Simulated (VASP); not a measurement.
Input of a VASP 6.6.1 run:

The input INCAR:

```
SYSTEM = AlCo3
PREC = Accurate
ENCUT = 520
EDIFF = 1E-6
ISMEAR = 0
SIGMA = 0.1
LREAL = .FALSE.
LASPH = .TRUE.
NELM = 150
ALGO = Fast
ISIF = 2
LWAVE = .FALSE.
LCHARG = .FALSE.
ISPIN = 2
MAGMOM = 0 1.46 1.46 1.46
LORBIT = 11
LMAXMIX = 4
GGA = PS
NBANDS = 27
```

The input KPOINTS:

```
regular mesh
0
G
  12 12 12
  0 0 0
```

File POSCAR:

```
AlCo3
1.0
    3.5293180100      0.0000000000      0.0000000000
    0.0000000000      3.5293180100      0.0000000000
    0.0000000000      0.0000000000      3.5293180100
Al Co
1 3
Direct
    0.0000000000      0.0000000000      0.0000000000
    0.5000000000      0.5000000000      0.0000000000
    0.5000000000      0.0000000000      0.5000000000
    0.0000000000      0.5000000000      0.5000000000
```

Potentials or basis: VASP PAW PBE potentials, release 64 (Al, Co).

Launch:

```sh
$ cat potpaw_PBE.64/Al/POTCAR potpaw_PBE.64/Co/POTCAR > POTCAR
$ mpirun -np 1 vasp_std > vasp.out
```

Estimate the site moments.

Al -0.04; Co +1.29 μB.

Estimate the net moment.

3.78 μB per cell.

Estimate the pressure.

-0.5 GPa.

Caveat: the PAW data sets were made with another functional, which shifts forces and pressure a little.
